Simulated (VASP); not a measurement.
# Bi2Te3 (R3m) in VASP: single point with PBE

Aim: the single point of Bi2Te3 with PBE.

Everything below comes from runs of VASP 6.6.1. Logs are shortened: lines on timing, memory, paths and dates and some standing lists are left out, and cuts for length are marked.

**1. The cell of the first run**

The typed cell holds 5 atoms: a = 4.472 Å, b = 10.169 Å, c = 4.472 Å, α = 90.00°, β = 60.00°, γ = 102.70°.

**2. Single point, PBE**

INCAR

```
ALGO = Normal ; EDIFF = 1E-6
ENCUT = 520 ; GGA = PE
ISIF = 2 ; ISMEAR = 0
ISYM = 0 ; LASPH = T
LCHARG = F ; LREAL = F
LWAVE = F ; NBANDS = 32
NELM = 60 ; PREC = Accurate
SIGMA = 0.1
```

KPOINTS

```
k-points
0
Gamma
  8 4 9
```

POSCAR

```
Bi2Te3
1.0
    4.4715302943      0.0000000000      0.0000000000
   -2.2357651472      9.9204467591      0.0000000000
    2.2357651472      0.5038730528      3.8395376449
Bi Te
2 3
Direct
    0.3814842955      0.5722264433      0.8092578522
    0.1985426717      0.7978140076      0.4007286641
    0.7899398231      0.1849097347      0.6050300884
    0.5926454473      0.3889681710      0.2036772763
   -0.0126122377     -0.0189183566      0.0063061189
```

Potentials or basis: VASP PAW PBE potentials, release 64 (Bi_d, Te).

Run with:

```
> cat potpaw_PBE.64/Bi_d/POTCAR potpaw_PBE.64/Te/POTCAR > POTCAR
> mpirun -np 1 vasp_std > vasp.out
```

OUTCAR:

```text
EDIFF = 1E-6
   ENCUT = 520
   GGA = PE
   ISIF = 2
   ISMEAR = 0
   ISYM = 0
   LASPH = T
   LREAL = F
   NELM = 60
   PREC = Accurate

 ion  position               nearest neighbor table
   1  0.381  0.572  0.809-   4 3.15   4 3.15   4 3.15   2 3.40   2 3.40   2 3.40
   2  0.199  0.798  0.401-   5 3.15   5 3.15   5 3.15   1 3.40   1 3.40   1 3.40
   3  0.790  0.185  0.605-   5 3.27   5 3.27   5 3.27   4 3.27   4 3.27   4 3.27
   4  0.593  0.389  0.204-   1 3.15   1 3.15   1 3.15   3 3.27   3 3.27   3 3.27
   5  0.987  0.981  0.006-   2 3.15   2 3.15   2 3.15   3 3.27   3 3.27   3 3.27

IMPORTANT INFORMATION: All symmetrisations will be switched off!
NOSYMM: (Re-)initialisation of all symmetry stuff for point group C_1.

----------------------------------------------------------------------------------------

                                     Primitive cell

  volume of cell :     170.3203

  direct lattice vectors                    reciprocal lattice vectors
     4.471530294  0.000000000  0.000000000     0.223637085  0.050400956 -0.136838269
    -2.235765147  9.920446759  0.000000000     0.000000000  0.100801912 -0.013228511
     2.235765147  0.503873053  3.839537645     0.000000000  0.000000000  0.260448026

  length of vectors
     4.471530294 10.169262987  4.471530294     0.266980362  0.101666213  0.260448026

  position of ions in fractional coordinates (direct lattice)
     0.381484296  0.572226443  0.809257852
     0.198542672  0.797814008  0.400728664
     0.789939823  0.184909735  0.605030088
     0.592645447  0.388968171  0.203677276
     0.987387762  0.981081643  0.006306119

  ion indices of the primitive-cell ions
   primitive index   ion index
                 1           1
                 2           2
                 3           3
                 4           4
                 5           5

----------------------------------------------------------------------------------------

 KPOINTS: k-points

Automatic generation of k-mesh.
 Grid dimensions read from file:
 generate k-points for:    8    4    9

 Generating k-lattice:

  Cartesian coordinates                     Fractional coordinates (reciprocal lattice)
     0.027954636  0.006300119 -0.017104784     0.125000000  0.000000000  0.000000000
     0.000000000  0.025200478 -0.003307128     0.000000000  0.250000000 -0.000000000
[... 80 lines left out ...]
   EDIFF  = 0.1E-05   stopping-criterion for ELM
   LREAL  =      F    real-space projection
   EDIFFG = 0.1E-04   stopping-criterion for IOM
   NSW    =      0    number of steps for IOM
   IBRION =     -1    ionic relax: 0-MD 1-quasi-New 2-CG
   NFREE  =      0    steps in history (QN), initial steepest desc. (CG)
   ISIF   =      2    stress and relaxation
   ISYM   =      0    0-nonsym 1-usesym 2-fastsym
   POTIM  = 0.5000    time-step for ionic-motion
   TEBEG  =    0.0;   TEEND  =   0.0 temperature during run
   PSTRESS=    0.0 pullay stress
   NELECT =      48.0000    total number of electrons
   NUPDOWN=      -1.0000    fix difference up-down
   EMIN   =  10.00;   EMAX   =-10.00  energy-range for DOS
   EFERMI =   0.00;   METHOD = LEGACY
   ISMEAR =     0;   SIGMA  =   0.10  broadening in eV -4-tet -1-fermi 0-gaus
   EFERMI_NEDOS =   21; number of points for ismear=-14 and -15
   IALGO  =     38    algorithm
   IMIX   =      4    mixing-type and parameters
     AMIX     =   0.40;   BMIX     =  1.00
     AMIX_MAG =   1.60;   BMIX_MAG =  1.00
  volume/ion in A,a.u.               =      34.06       229.88
  Fermi-wavevector in a.u.,A,eV,Ry     =   1.073330  2.028299 15.674409  1.152037
  Thomas-Fermi vector in A             =   2.209126
   LORBIT       =      0    0 simple, 1 ext, 2 COOP (PROOUT), +10 PAW based schemes
   GGA     = PE    functional components
   LHFCALC =     F    Hartree Fock is set to
   AEXX    =    0.0000 exact exchange contribution
   IVDW    =     0    specifies the selected vdW correction
   LEPSILON=     F    determine dielectric tensor
   LRPA    =     F    only Hartree local field effects (RPA)
 non-spin polarized calculation
 Gauss-broadening in eV      SIGMA  =   0.10
  energy-cutoff  :      520.00
  volume of cell :      170.32
 maximum number of plane-waves:      4623
 NGX is ok and might be reduce to    36
   NGX = 17   NGY = 37   NGZ = 17

 number of electron      48.0000006 magnetization

 Free energy of the ion-electron system (eV)
  ---------------------------------------------------
  ext. energy  EPLUGINS =         0.00000000
  ---------------------------------------------------
  free energy    TOTEN  =       -17.15729034 eV

  energy without entropy =      -17.15041571  energy(sigma->0) =      -17.15385302

 E-fermi :   6.2508     XC(G=0):  -9.3511

 val. band max:        6.2449807454   @ k =   0.1250   0.5000   0.1111
 cond. band min:       6.3017711587   @ k =   0.3750   0.5000  -0.0000
 fundamental gap:      0.0567904133
 Fermi energy:         6.2508132809

 k-point     1 :       0.0000    0.0000    0.0000
  band No.  band energies     occupation
      1     -16.6973      2.00000
      2     -16.6963      2.00000
      3     -16.6451      2.00000
      4     -16.6442      2.00000
      5     -16.6436      2.00000
      6     -16.5950      2.00000
[... 829 lines left out ...]
     31      10.6166      0.00000
     32      12.0268      0.00000

 [... further k-points ...]

------------------------ aborting loop because EDIFF is reached ----------------------------------------

  FORCE on cell =-STRESS in cart. coord.  units (eV):
  Direction    XX          YY          ZZ          XY          YZ          ZX
  --------------------------------------------------------------------------------------
  -------------------------------------------------------------------------------------
  Total       -0.1814252     -0.0683475     -0.0427171      0.0438227      0.0370325     -0.0316055
  in kB       -1.7066396     -0.6429351     -0.4018337      0.4122338      0.3483596     -0.2973087
  external PRESSURE =      -0.9171361 kB  Pullay stress =       0.0000000 kB

 VOLUME and BASIS-vectors are now :
 -----------------------------------------------------------------------------
  energy-cutoff  :      520.00
  volume of cell :      170.32
      direct lattice vectors                 reciprocal lattice vectors
     4.471530294  0.000000000  0.000000000     0.223637085  0.050400956 -0.136838269
    -2.235765147  9.920446759  0.000000000     0.000000000  0.100801912 -0.013228511
     2.235765147  0.503873053  3.839537645     0.000000000  0.000000000  0.260448026

 POSITION                                       TOTAL-FORCE (eV/Angst)
 -----------------------------------------------------------------------------------
      2.23577      6.08451      3.10718         0.005738     -0.002252      0.005101
     -0.00000      8.11659      1.53861        -0.005590      0.001303     -0.005060
      4.47153      2.13925      2.32304        -0.000075      0.001797     -0.000261
      2.23577      3.96137      0.78203        -0.002187     -0.008497     -0.002853
      2.23577      9.73595      0.02421         0.002113      0.007650      0.003073
 -----------------------------------------------------------------------------------
    total drift:                                0.000260     -0.000117     -0.000126

  FREE ENERGIE OF THE ION-ELECTRON SYSTEM (eV)
  ---------------------------------------------------
  free  energy   TOTEN  =       -17.1572903356 eV

  energy  without entropy=      -17.1504157097  energy(sigma->0) =      -17.15385302
```

It took 8.4 min on 1 thread of Intel Xeon 6975P-C (Granite Rapids), shared host; peak memory 0.77 GiB.

What came out:

- Free energy: -17.1573 eV
- Pressure: -0.1 GPa
- Largest force: 0.009 eV/Å
- Band gap on the k mesh: zero (bands 24 and 25 overlap by 0.03 eV)

Forces in eV/Å, atoms in the order of the input:
```
Bi   0.006 -0.002  0.005
Bi  -0.006  0.001 -0.005
Te   0.000  0.002  0.000
Te  -0.002 -0.008 -0.003
Te   0.002  0.008  0.003
```

Levels at points of the mesh, in eV from the Fermi level:
```
           k point  band 21  band 22  band 23  band 24  band 25  band 26  band 27  band 28
(0.00, 0.00, 0.00)    -1.97    -0.55    -0.55    -0.48    -0.04     0.12     0.12     2.11
(0.50, 0.00, 0.00)    -2.22    -1.79    -1.43    -0.22     0.15     1.65     1.67     2.16
(0.00, 0.50, 0.00)    -1.38    -1.23    -0.89    -0.88     0.74     0.83     0.83     1.52
(0.50, 0.50, 0.00)    -3.09    -2.36    -0.38    -0.12    -0.05     0.23     2.47     3.15
```

Caveat: spin-orbit coupling is left out, which moves the levels of the heavy elements.

The gap in the log of VASP goes by the Fermi energy; the results here count the filled bands.